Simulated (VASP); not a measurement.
Input of a VASP 6.6.1 run:

The input INCAR:

```
PREC = Accurate
ENCUT = 520
EDIFF = 1E-6
ISMEAR = -1
SIGMA = 0.05
LREAL = False
LASPH = True
NELM = 80
ALGO = Fast
ISIF = 2
LWAVE = False
LCHARG = True
LELF = True
LVHAR = True
NBANDS = 15
```

File KPOINTS:

```
Automatic mesh
0
Gamma
  8 8 8
```

Contents of POSCAR:

```
Al2Pt
1.0
    0.0000000000      2.8946769513      2.8946769513
    2.8946769513      0.0000000000      2.8946769513
    2.8946769513      2.8946769513      0.0000000000
Pt Al
1 2
Direct
    0.0000000000      0.0000000000      0.0000000000
    0.7500000000      0.7500000000      0.7500000000
    0.2500000000      0.2500000000      0.2500000000
```

Potentials or basis: VASP PAW LDA potentials, release 64 (Pt, Al).

Launch:

```bash
$ cat potpaw_LDA.64/Pt/POTCAR potpaw_LDA.64/Al/POTCAR > POTCAR
$ mpirun -np 1 vasp_std > vasp.out
```

**Question.** Predict the band gap on the k mesh.

**Answer.** Zero (band 8 reaches 12.34 eV, above the bottom of band 9 at 6.75 eV).

**Question.** What does it give for the pressure?

**Answer.** 5.7 GPa.

Caveat: spin-orbit coupling is left out, which moves the levels of the heavy elements.
